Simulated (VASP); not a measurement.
Runs of VASP 6.6.1 on YI2. The structure is that of space group P4/mmm (No. 123), or close to it. The cells are those of the table. 

| task | cell | k mesh | k mesh for the DOS | occupations for the DOS | gap on the mesh (eV) | largest force (eV/Å) |
| --- | --- | --- | --- | --- | --- | --- |
| single point | a = 3.794, b = 3.794, c = 31.109 Å, 3 atoms | 12 × 12 × 1 | - | - | none | (a) |
| single point | a = 3.794, b = 3.794, c = 31.109 Å, 3 atoms | 4 × 4 × 1 | - | - | none | - |
| single point | a = 3.759, b = 3.759, c = 18.000 Å, 3 atoms | 4 × 4 × 1 | - | - | none | 0.13 |
| single point | a = 3.787, b = 3.787, c = 31.109 Å, 3 atoms | 12 × 12 × 1 | - | - | none | - |

Alike in all rows: level PBE; potentials or basis VASP PAW PBE potentials, release 64 (Y_sv, I); no spin polarisation; cutoff (eV) 520; smearing gaussian 0.1 eV.

**Question.** Estimate the missing entries.

**Answer.** (a) 0.03.

Caveats: some runs use coarse meshes; spin-orbit coupling is left out, which moves the levels of the heavy elements; an odd number of electrons without spin polarisation forces a metal; a magnetic or distorted state may lie lower.

A k mesh can miss the band edges, and the runs leave out spin-orbit coupling on I, Y.

A gap of «none» marks levels without a gap at the run's occupations.
